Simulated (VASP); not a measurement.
Set up this calculation in VASP 6.6.1, as the native input.

- Task: single point
- Functional: PBEsol
- Potentials or basis: VASP PAW PBE potentials, release 64 (Ag)
- Cutoff: 520 eV
- k mesh: 11 × 11 × 11
- Occupations: fermi-dirac, width 0.05 eV
- Spin: no spin polarisation
- Dipole correction: no
- Further INCAR settings: ALGO = Normal; EDIFF = 1e-07; NBANDS = 12

The structure of Ag lies in POSCAR:

```
Ag
1.0
   -1.6129737080      1.6129737080      1.6129737080
    1.6129737080     -1.6129737080      1.6129737080
    1.6129737080      1.6129737080     -1.6129737080
Ag
1
Direct
    0.0000000000      0.0000000000      0.0000000000
```

The input as run:

INCAR

```
  PREC = Accurate
  ENCUT = 520
  EDIFF = 1E-7
  ISMEAR = -1
  SIGMA = 0.05
  LREAL = F
  LASPH = T
  NELM = 60
  ALGO = Normal
  ISIF = 2
  LWAVE = F
  LCHARG = F
  GGA = PS
  NBANDS = 12
```

KPOINTS

```
Automatic mesh
0
Gamma
  11 11 11
```

Potentials or basis: VASP PAW PBE potentials, release 64 (Ag).

Run with:

```bash
$ cat potpaw_PBE.64/Ag/POTCAR > POTCAR
$ mpirun -np 1 vasp_std > vasp.out
```

Results of the run:

```
Pressure : -0.2 GPa
```

Caveat: the PAW data sets were made with another functional, which shifts forces and pressure a little.

Wall time 8.5 s on 1 thread of AMD EPYC 9R45 96-Core Processor (Zen 5) (shared host), peak memory 0.11 GiB.
